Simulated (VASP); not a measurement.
Cu: single point with PBEsol

The system is Cu.

```
CELL_PARAMETERS angstrom
0.00000 -1.80750 -1.80750
0.00000 1.80750 -1.80750
3.61500 0.00000 0.00000
ATOMIC_POSITIONS crystal
Cu 0.50000 0.50000 0.52075
Cu 0.00000 0.00000 0.97925
```

This cell differs from its parent crystal: mode 6 (233.0 1/cm) frozen in, largest displacement +0.075 Å.

* Program: VASP 6.6.1
* Task: single point
* Functional: PBEsol
* Potentials or basis: VASP PAW PBE potentials, release 64 (Cu)
* Cutoff: 520 eV
* k mesh: 18 × 18 × 14
* Occupations: gaussian, width 0.15 eV
* Spin: no spin polarisation
* Dipole correction: no
* Further INCAR settings: ALGO = Fast; EDIFF = 1e-06; NBANDS = 18

The pressure is -3.8 GPa and the largest force is 0.973 eV/Å. The band gap on the k mesh is zero (band 11 reaches 13.06 eV, above the bottom of band 12 at 5.60 eV).

Forces on the atoms (eV/Å):
```
Cu  -0.973  0.000  0.000
Cu   0.973  0.000  0.000
```

Stress tensor (GPa, compression positive):
```
-4.06  0.00  0.00
 0.00 -3.63  0.00
 0.00  0.00 -3.63
```

Levels at points of the mesh, in eV from the Fermi level:
```tsv
k point	band 9	band 10	band 11	band 12	band 13	band 14
(0.00, 0.00, 0.00)	-1.64	-1.50	-1.50	1.57	6.98	13.02
(0.50, 0.00, 0.00)	-2.09	-2.09	-0.33	-0.33	9.36	9.36
(0.50, 0.50, 0.00)	-1.51	-1.51	1.45	1.45	7.10	7.10
(0.00, 0.00, 0.50)	-2.21	-2.21	-2.08	-1.81	16.61	16.61
(0.50, 0.00, 0.50)	-1.62	-1.62	-1.00	-1.00	3.72	3.72
(0.50, 0.50, 0.50)	-1.51	-1.51	5.65	5.65	6.71	6.71
```

Wall time 72 s on 1 thread of Intel(R) Xeon(R) 6975P-C (Granite Rapids) (shared host), peak memory 0.25 GiB.

Caveat: the cell differs from its parent crystal (mode 6 (233.0 1/cm) frozen in, largest displacement +0.075 Å); the PAW data sets were made with another functional, which shifts forces and pressure a little.
